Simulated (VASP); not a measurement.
Here is a VASP 6.6.1 calculation.

INCAR

```
  PREC = Accurate
  ENCUT = 520
  EDIFF = 1E-7
  ISMEAR = -1
  SIGMA = 0.1
  LREAL = False
  LASPH = True
  NELM = 80
  ALGO = Normal
  ISIF = 2
  LWAVE = False
  LCHARG = False
  GGA = CA
  NBANDS = 28
```

Contents of KPOINTS:

```
Automatic mesh
0
Gamma
  17 17 5
```

POSCAR

```
Pt
1.0
    2.8429400772      0.0000000000      0.0000000000
   -1.4214700386      2.4620583283      0.0000000000
    0.0000000000      0.0000000000      9.4831839153
Pt
4
Direct
    0.0000000000      0.0000000000      0.0000000000
    0.0000000000      0.0000000000      0.5000000000
    0.3333333333      0.6666666667      0.2500000000
    0.6666666667      0.3333333333      0.7500000000
```

Potentials or basis: VASP PAW LDA potentials, release 64 (Pt).

Run with:

```bash
$ cat potpaw_LDA.64/Pt/POTCAR > POTCAR
$ mpirun -np 1 vasp_std > vasp.out
```

Estimate the pressure.

-24.8 GPa.

What does it give for the band gap on the k mesh?

Zero (bands 20 and 21 overlap by 1.13 eV).

Stress tensor (GPa, compression positive):
```
-25.16   0.00   0.00
  0.00 -25.16   0.00
  0.00   0.00 -24.17
```

Caveat: the cell stands under tension; spin-orbit coupling is left out, which moves the levels of the heavy elements.
